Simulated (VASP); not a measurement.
# ZrSi3O8 in VASP: a series of runs

Runs on ZrSi3O8. Level: PBE. Tasks: single point.

All numbers are computed with VASP 6.6.1; they aren't measurements. Logs are shortened: lines on timing, memory, paths and dates and some standing lists are left out, and cuts for length are marked.

**1. The cell of the first run**

The structure is monoclinic, space group C2 (No. 5). The conventional cell has a = 7.532 Å, b = 7.661 Å, c = 7.625 Å, α = 90.00°, β = 90.02°, γ = 90.00°. Zr (site symmetry 2) has 4 O at 1.95 to 1.96 Å within 2.6 Å. Si (site symmetry 1) has 4 O at 1.63 Å within 2.2 Å. Si (site symmetry 2) has 4 O at 1.63 Å within 2.2 Å. O (site symmetry 1) has 2 Si at 1.63 Å within 2.2 Å. Within 2.2 Å of O (site symmetry 1) lie 1 Si at 1.63 Å and 1 Zr at 1.95 Å. O (site symmetry 1) has 2 Si at 1.63 Å within 2.2 Å. O (site symmetry 1) has 1 Si at 1.63 Å and 1 Zr at 1.96 Å within 2.2 Å.

**2. Single point, PBE**

INCAR

```
ALGO = Normal
EDIFF = 1E-6
ENCUT = 520
GGA = PE
ISIF = 2
ISMEAR = 0
LASPH = True
LCHARG = False
LREAL = False
LWAVE = False
NBANDS = 48
NELM = 80
PREC = Accurate
SIGMA = 0.1
```

KPOINTS

```
k-points
0
Gamma
  4 4 2
```

POSCAR

```
ZrSi3O8
1.0
    3.7659143179     -3.8306158438      0.0000000000
    3.7659143179      3.8306158438      0.0000000000
   -0.0032720180      0.0000000000      7.6247012903
Zr Si O
1 3 8
Direct
    0.4801174501      0.5198825499      0.0000000000
    0.9754780603      0.4762886421      0.7302739457
    0.5237113579      0.0245219397      0.2697260543
    0.0231671557      0.9768328443      0.5000000000
    0.0417592823      0.2402095428      0.6055651790
    0.5314933010      0.8570131396      0.0908184146
    0.1429868604      0.4685066990      0.9091815854
    0.7597904572      0.9582407177      0.3944348210
    0.0374594770      0.7396748245      0.6317270075
    0.5376381298      0.3142775887      0.2083347821
    0.6857224113      0.4623618702      0.7916652179
    0.2603251755      0.9625405230      0.3682729925
```

Potentials or basis: VASP PAW PBE potentials, release 64 (Zr_sv, Si, O).

The run is started by

```console
$ cat potpaw_PBE.64/Zr_sv/POTCAR potpaw_PBE.64/Si/POTCAR potpaw_PBE.64/O/POTCAR > POTCAR
$ mpirun -np 1 vasp_std > vasp.out
```

OUTCAR:

```text
EDIFF = 1E-6
   ENCUT = 520
   GGA = PE
   ISIF = 2
   ISMEAR = 0
   LASPH = True
   LREAL = False
   NELM = 80
   PREC = Accurate

 ion  position               nearest neighbor table
   1  0.480  0.520  0.000-   6 1.95   7 1.95  10 1.96  11 1.96   2 3.37   3 3.37   3 3.41   2 3.41

   2  0.975  0.476  0.730-  11 1.63   5 1.63   9 1.63   7 1.63   1 3.37   1 3.41
   3  0.524  0.025  0.270-  10 1.63   8 1.63  12 1.63   6 1.63   1 3.37   1 3.41
   4  0.023  0.977  0.500-   9 1.63  12 1.63   5 1.63   8 1.63
   5  0.042  0.240  0.606-   4 1.63   2 1.63
   6  0.531  0.857  0.091-   3 1.63   1 1.95
   7  0.143  0.469  0.909-   2 1.63   1 1.95
   8  0.760  0.958  0.394-   4 1.63   3 1.63
   9  0.037  0.740  0.632-   4 1.63   2 1.63
  10  0.538  0.314  0.208-   3 1.63   1 1.96
  11  0.686  0.462  0.792-   2 1.63   1 1.96
  12  0.260  0.963  0.368-   4 1.63   3 1.63

  LATTYP: Found a base centered monoclinic cell.
 ALAT       =     7.5318286358
 B/A-ratio  =     1.0171808279
 C/A-ratio  =     1.0123307846
 COS(beta)  =    -0.0004291339

  Lattice vectors:

 A1 = (   3.7659143179,  -3.8306158438,   0.0000000000)
 A2 = (   3.7659143179,   3.8306158438,   0.0000000000)
 A3 = (  -0.0032720180,   0.0000000000,   7.6247012903)

Analysis of symmetry for initial positions (statically):
=====================================================================
 Subroutine PRICEL returns:
 Original cell was already a primitive cell.

 Routine SETGRP: Setting up the symmetry group for a
 base centered monoclinic supercell.

 Subroutine GETGRP returns: Found  2 space group operations
 (whereof  2 operations were pure point group operations)
 out of a pool of  4 trial point group operations.

The static configuration has the point symmetry C_2 .

Analysis of symmetry for dynamics (positions and initial velocities):
=====================================================================
 Subroutine PRICEL returns:
 Original cell was already a primitive cell.

 Routine SETGRP: Setting up the symmetry group for a
 base centered monoclinic supercell.

 Subroutine GETGRP returns: Found  2 space group operations
 (whereof  2 operations were pure point group operations)
 out of a pool of  4 trial point group operations.

The dynamic configuration has the point symmetry C_2 .
[... 114 lines left out ...]
   ISIF   =      2    stress and relaxation
   ISYM   =      2    0-nonsym 1-usesym 2-fastsym
   POTIM  = 0.5000    time-step for ionic-motion
   TEBEG  =    0.0;   TEEND  =   0.0 temperature during run
   PSTRESS=    0.0 pullay stress
   NELECT =      72.0000    total number of electrons
   NUPDOWN=      -1.0000    fix difference up-down
   EMIN   =  10.00;   EMAX   =-10.00  energy-range for DOS
   EFERMI =   0.00;   METHOD = LEGACY
   ISMEAR =     0;   SIGMA  =   0.10  broadening in eV -4-tet -1-fermi 0-gaus
   EFERMI_NEDOS =   21; number of points for ismear=-14 and -15
   IALGO  =     38    algorithm
   IMIX   =      4    mixing-type and parameters
     AMIX     =   0.40;   BMIX     =  1.00
     AMIX_MAG =   1.60;   BMIX_MAG =  1.00
  volume/ion in A,a.u.               =      18.33       123.71
  Fermi-wavevector in a.u.,A,eV,Ry     =   1.128206  2.132000 17.318157  1.272849
  Thomas-Fermi vector in A             =   2.264895
   LORBIT       =      0    0 simple, 1 ext, 2 COOP (PROOUT), +10 PAW based schemes
   GGA     = PE    functional components
   LHFCALC =     F    Hartree Fock is set to
   AEXX    =    0.0000 exact exchange contribution
   IVDW    =     0    specifies the selected vdW correction
   LEPSILON=     F    determine dielectric tensor
   LRPA    =     F    only Hartree local field effects (RPA)
 non-spin polarized calculation
 Gauss-broadening in eV      SIGMA  =   0.10
  energy-cutoff  :      520.00
  volume of cell :      219.98
 maximum number of plane-waves:      5940
   NGX = 19   NGY = 19   NGZ = 29

 number of electron      72.0000005 magnetization

 Free energy of the ion-electron system (eV)
  ---------------------------------------------------
  ext. energy  EPLUGINS =         0.00000000
  ---------------------------------------------------
  free energy    TOTEN  =       -99.12054290 eV

  energy without entropy =      -99.12054290  energy(sigma->0) =      -99.12054290

 E-fermi :  -0.4091     XC(G=0):  -7.5406

 val. band max:       -0.8901032978   @ k =   0.0000   0.0000   0.0000
 cond. band min:       4.2864054465   @ k =   0.0000   0.0000   0.0000
 fundamental gap:      5.1765087442
 Fermi energy:        -0.4090916457

 k-point     1 :       0.0000    0.0000    0.0000
  band No.  band energies     occupation
      1     -47.7683      2.00000
      2     -26.1731      2.00000
      3     -26.1315      2.00000
      4     -26.1033      2.00000
      5     -19.7208      2.00000
      6     -18.8474      2.00000
[... 703 lines left out ...]
     47       8.3256      0.00000
     48       8.5598      0.00000

------------------------ aborting loop because EDIFF is reached ----------------------------------------

  FORCE on cell =-STRESS in cart. coord.  units (eV):
  Direction    XX          YY          ZZ          XY          YZ          ZX
  --------------------------------------------------------------------------------------
  -------------------------------------------------------------------------------------
  Total        0.0247845      0.0850306      0.0853674      0.0000000      0.0000000     -0.0677866
  in kB        0.1805092      0.6192898      0.6217428      0.0000000      0.0000000     -0.4936994
  external PRESSURE =       0.4738473 kB  Pullay stress =       0.0000000 kB

 VOLUME and BASIS-vectors are now :
 -----------------------------------------------------------------------------
  energy-cutoff  :      520.00
  volume of cell :      219.98
      direct lattice vectors                 reciprocal lattice vectors
     3.765914318 -3.830615844  0.000000000     0.132769882 -0.130527315  0.000056976
     3.765914318  3.830615844  0.000000000     0.132769882  0.130527315  0.000056976
    -0.003272018  0.000000000  7.624701290     0.000000000  0.000000000  0.131152679

 POSITION                                       TOTAL-FORCE (eV/Angst)
 -----------------------------------------------------------------------------------
      3.76591      0.15232      0.00000        -0.000000      0.002692      0.000000
      5.46484     -1.91220      5.56812         0.000238     -0.016622     -0.047531
      2.06372     -1.91220      2.05658        -0.000238     -0.016622      0.047531
      3.76428      3.65313      3.81235        -0.000000      0.090170      0.000000
      1.05989      0.76019      4.61725        -0.028660     -0.023014     -0.014413
      5.22870      1.24694      0.69246         0.009737     -0.001831     -0.022319
      2.29986      1.24694      6.93224        -0.009737     -0.001831      0.022319
      6.46867      0.76019      3.00745         0.028660     -0.023014      0.014413
      2.92455      2.68992      4.81673        -0.007866     -0.012093     -0.001712
      3.20756     -0.85561      1.58849         0.012396      0.007130      0.010192
      4.32100     -0.85561      6.03621        -0.012396      0.007130     -0.010192
      4.60400      2.68992      2.80797         0.007866     -0.012093      0.001712
 -----------------------------------------------------------------------------------
    total drift:                               -0.000000      0.001657      0.000000

  FREE ENERGIE OF THE ION-ELECTRON SYSTEM (eV)
  ---------------------------------------------------
  free  energy   TOTEN  =       -99.1205429009 eV

  energy  without entropy=      -99.1205429009  energy(sigma->0) =      -99.12054290
```

stdout:

```text
POSCAR found type information on POSCAR ZrSiO
 POSCAR found :  3 types and      12 ions
 scaLAPACK will be used
 LDA part: xc-table for (Slater+PW92), standard interpolation
 POSCAR, INCAR and KPOINTS ok, starting setup
 FFT: planning ... GRIDC
 FFT: planning ... GRID_SOFT
 FFT: planning ... GRID
 WAVECAR not read
 entering main loop
```

It took 2.8 min on 1 thread of Intel Xeon Platinum 8488C (Sapphire Rapids), shared host; peak memory 0.35 GiB.

Results:

- Free energy: -99.1205 eV
- Pressure: 0.0 GPa
- Largest force: 0.090 eV/Å
- Band gap on the k mesh: 5.18 eV

Forces in eV/Å, atoms in the order of the input:
```
Zr   0.000  0.003  0.000
Si   0.000 -0.017 -0.048
Si   0.000 -0.017  0.048
Si   0.000  0.090  0.000
O   -0.029 -0.023 -0.014
O    0.010 -0.002 -0.022
O   -0.010 -0.002  0.022
O    0.029 -0.023  0.014
O   -0.008 -0.012 -0.002
O    0.012  0.007  0.010
O   -0.012  0.007 -0.010
O    0.008 -0.012  0.002
```

Levels at points of the mesh, in eV from the valence-band top:
| k point | band 34 | band 35 | band 36 | band 37 | band 38 | band 39 |
| --- | --- | --- | --- | --- | --- | --- |
| (0.00, 0.00, 0.00) | -0.18 | -0.01 | 0.00 | 5.18 | 5.82 | 6.07 |
| (0.50, 0.00, 0.00) | -0.29 | -0.18 | -0.15 | 5.77 | 5.80 | 6.41 |
| (0.50, 0.50, 0.00) | -0.51 | -0.28 | -0.26 | 5.68 | 5.73 | 6.52 |
| (0.00, 0.00, 0.50) | -0.22 | -0.17 | -0.11 | 5.76 | 5.90 | 6.21 |
| (0.50, 0.00, 0.50) | -0.41 | -0.07 | 0.00 | 5.77 | 5.82 | 6.41 |
| (0.50, 0.50, 0.50) | -0.58 | -0.38 | -0.25 | 5.70 | 5.79 | 6.49 |

A k mesh can miss the band edges.

**3. Single point, PBE**

INCAR

```
PREC = Accurate
ENCUT = 520
EDIFF = 1E-7
ISMEAR = 0
SIGMA = 0.1
LREAL = F
LASPH = T
NELM = 60
ALGO = Normal
ISIF = 2
LWAVE = F
LCHARG = F
GGA = PE
NBANDS = 48
```

KPOINTS

```
Automatic mesh
0
Gamma
  4 4 2
```

POSCAR

```
ZrSi3O8
1.0
    5.3723713948      0.0457505819      0.0004459618
    0.0457513493      5.3707441316     -0.0018309000
    0.0022370879      0.0008699035      7.6247016145
Zr Si O
1 3 8
Direct
    0.4797945303      0.4801174501      0.5000378370
   -0.0248448594      0.5237113579      0.7697638913
    0.5239918168     -0.0245370737      0.2302129816
    0.0231675017      0.0228438901     -0.0000246543
    0.0414363626      0.7597904572      0.8944726580
    0.5311703812      0.1429868604      0.4092194225
    0.1428255333      0.5318245265      0.5908880781
    0.7609865544      0.0417052399      0.1064110896
    0.0371365573      0.2603251755      0.8683108295
    0.5373152101      0.6857224113      0.2917030549
    0.6855352116      0.5376886888      0.7082600292
    0.2614851999      0.0378210162      0.1307447826
```

Potentials or basis: VASP PAW PBE potentials, release 64 (Zr_sv, Si, O).

The run is started by

```console
$ cat potpaw_PBE.64/Zr_sv/POTCAR potpaw_PBE.64/Si/POTCAR potpaw_PBE.64/O/POTCAR > POTCAR
$ mpirun -np 1 vasp_std > vasp.out
```

Run time: 3.6 min. Hardware: 1 thread of Intel Xeon Platinum 8488C (Sapphire Rapids), shared host; peak memory 0.39 GiB.

The run converged. Its results:

* Free energy: -99.1207 eV
* Pressure: 0.1 GPa
* Largest force: 0.042 eV/Å
* Band gap on the k mesh: 5.17 eV

Forces on the atoms (eV/Å):
```
Zr   0.000  0.000 -0.001
Si   0.023 -0.001  0.035
Si  -0.004  0.026 -0.031
Si   0.013  0.008  0.002
O   -0.008 -0.001 -0.003
O    0.004 -0.015  0.011
O   -0.016  0.005 -0.013
O   -0.002 -0.007  0.001
O   -0.008  0.006 -0.001
O    0.006 -0.018 -0.016
O   -0.016  0.005  0.014
O    0.008 -0.009  0.002
```

Levels at points of the mesh, in eV from the valence-band top:
```
           k point  band 32  band 33  band 34  band 35  band 36  band 37  band 38  band 39  band 40  band 41
(0.00, 0.00, 0.00)    -0.47    -0.42    -0.18    -0.02     0.00     5.17     5.82     6.07     6.59     7.00
(0.50, 0.00, 0.00)    -0.64    -0.59    -0.29    -0.18    -0.15     5.77     5.79     6.41     6.91     7.02
(0.00, 0.50, 0.00)    -0.64    -0.59    -0.29    -0.18    -0.15     5.77     5.79     6.41     6.91     7.02
(0.50, 0.50, 0.00)    -0.96    -0.71    -0.52    -0.28    -0.27     5.68     5.73     6.52     7.04     7.06
(0.00, 0.00, 0.50)    -0.44    -0.32    -0.22    -0.17    -0.11     5.76     5.90     6.21     6.31     6.60
(0.50, 0.00, 0.50)    -0.82    -0.75    -0.41    -0.07     0.00     5.77     5.82     6.41     6.82     7.13
(0.00, 0.50, 0.50)    -0.82    -0.75    -0.41    -0.07     0.00     5.77     5.82     6.41     6.82     7.13
(0.50, 0.50, 0.50)    -0.80    -0.63    -0.58    -0.39    -0.25     5.70     5.78     6.49     6.97     7.14
```
